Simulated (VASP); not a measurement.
Wanted: the native input for a VASP 6.6.1 run.

- Task: relaxation of shape and atoms at fixed volume
- Functional: PBEsol
- Potentials or basis: VASP PAW PBE potentials, release 64 (Co, Sn_d)
- Cutoff: 600 eV
- k mesh: 8 × 8 × 8
- Occupations: gaussian, width 0.1 eV
- Spin: no spin polarisation
- Dipole correction: no
- Further INCAR settings: ALGO = Fast; EDIFF = 1e-07; IBRION = 2; EDIFFG = -0.01; NSW = 50; ISIF = 4

The structure of CoSn2 lies in POSCAR:

```
CoSn2
1.0
   -3.0114275623      3.0114275623      2.5816755509
    3.0114275623     -3.0114275623      2.5816755509
    3.0114275623      3.0114275623     -2.5816755509
Co Sn
2 4
Direct
    0.2500000000      0.2500000000      0.0000000000
    0.7500000000      0.7500000000      0.0000000000
    0.6654105132      0.1654105132      0.8308210263
    0.1654105132      0.3345894868      0.5000000000
    0.3345894868      0.8345894868      0.1691789737
    0.8345894868      0.6654105132      0.5000000000
```

These files were run (other wordings do the same):

INCAR

```
ALGO = Fast ; EDIFF = 1E-7
EDIFFG = -0.01 ; ENCUT = 600
GGA = PS ; IBRION = 2
ISIF = 4 ; ISMEAR = 0
LASPH = T ; LCHARG = F
LREAL = F ; LWAVE = F
NELM = 100 ; NSW = 50
PREC = Accurate ; SIGMA = 0.1
```

KPOINTS

```
k-points
0
Gamma
  8 8 8
```

Potentials or basis: VASP PAW PBE potentials, release 64 (Co, Sn_d).

Launch:

```sh
$ cat potpaw_PBE.64/Co/POTCAR potpaw_PBE.64/Sn_d/POTCAR > POTCAR
$ mpirun -np 1 vasp_std > vasp.out
```

It gave:

```yaml
Energy_gained_by_relaxing: 0.0 meV/atom
Ionic_steps: 2
Pressure_after_relaxing: 20.9 GPa
Largest_force_after_relaxing: 0.008 eV/Å
Band_gap_on_the_k_mesh: zero (bands 37 and 38 overlap by 1.93 eV)
```

Caveat: the PAW data sets were made with another functional, which shifts forces and pressure a little; spin-orbit coupling is left out, which moves the levels of the heavy elements; the run has no spin polarisation, though such a crystal can be magnetic.

It took 9.6 min on 1 thread of Intel(R) Xeon(R) Platinum 8259CL CPU @ 2.50GHz (Skylake/Cascade Lake), with other jobs on the host, peak memory 0.41 GiB.
